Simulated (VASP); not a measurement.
A run of VASP 6.6.1 is set up as follows.

Contents of INCAR:

```
ALGO = Normal
EDIFF = 1E-7
ENCUT = 520
ISIF = 2
ISMEAR = -1
LASPH = T
LCHARG = F
LREAL = F
LWAVE = F
NBANDS = 35
NELM = 80
PREC = Accurate
SIGMA = 0.05
```

Contents of KPOINTS:

```
k-points
0
Gamma
  9 9 2
```

POSCAR

```
Te2Mo
1.0
    3.5603917377      0.0000000000      0.0000000000
   -1.7801958688      3.0833896922      0.0000000000
    0.0000000000      0.0000000000     24.8112624000
Te Mo
4 2
Direct
    0.3333333333      0.6666666667      0.2236394800
    0.6666666667      0.3333333333      0.9206288600
    0.6666666667      0.3333333333      0.7763605200
    0.3333333333      0.6666666667      0.0793711400
    0.6666666667      0.3333333333      0.1515414900
    0.3333333333      0.6666666667      0.8484585100
```

Potentials or basis: VASP PAW LDA potentials, release 64 (Te, Mo_sv).

Command:

```sh
$ cat potpaw_LDA.64/Te/POTCAR potpaw_LDA.64/Mo_sv/POTCAR > POTCAR
$ mpirun -np 1 vasp_std > vasp.out
```

(1) Predict the band gap on the k mesh.

(2) Estimate the largest force.

Results:

(1) 1.02 eV.

(2) 0.360 eV/Å.

Caveat: spin-orbit coupling is left out, which moves the levels of the heavy elements.
